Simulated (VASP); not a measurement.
Crystal: BaO.

```
Ba O
1.0
     0.00000    2.67631    2.67631
     2.67631    0.00000    2.67631
     2.67631    2.67631    0.00000
Ba O
1 1
Direct
  0.00000 0.00000 0.00000
  0.50000 0.50000 0.50000
```

This cell differs from its parent crystal: strain -3.5%.

Base run:

* Program: VASP 6.6.1
* Functional: PBE
* Potentials or basis: VASP PAW PBE potentials, release 64 (Ba_sv, O)
* Cutoff: 600 eV
* k mesh: 8 × 8 × 8
* Occupations: fermi-dirac, width 0.02 eV
* Spin: no spin polarisation

Its results: band gap on the k mesh 1.56 eV, direct; pressure 13.6 GPa.

Question: The run is repeated on the same cell with these changes: functional from PBE to r2SCAN; cutoff from 600 eV to 660 eV; occupations from fermi-dirac, width 0.02 eV to gaussian, width 0.01 eV. What comes out?

Answer: Band gap on the k mesh 1.89 eV, direct; pressure 12.7 GPa.

Caveats: spin-orbit coupling is left out, which moves the levels of the heavy elements; the PAW data sets were made with another functional, which shifts forces and pressure a little (some runs).

A k mesh can miss the band edges.
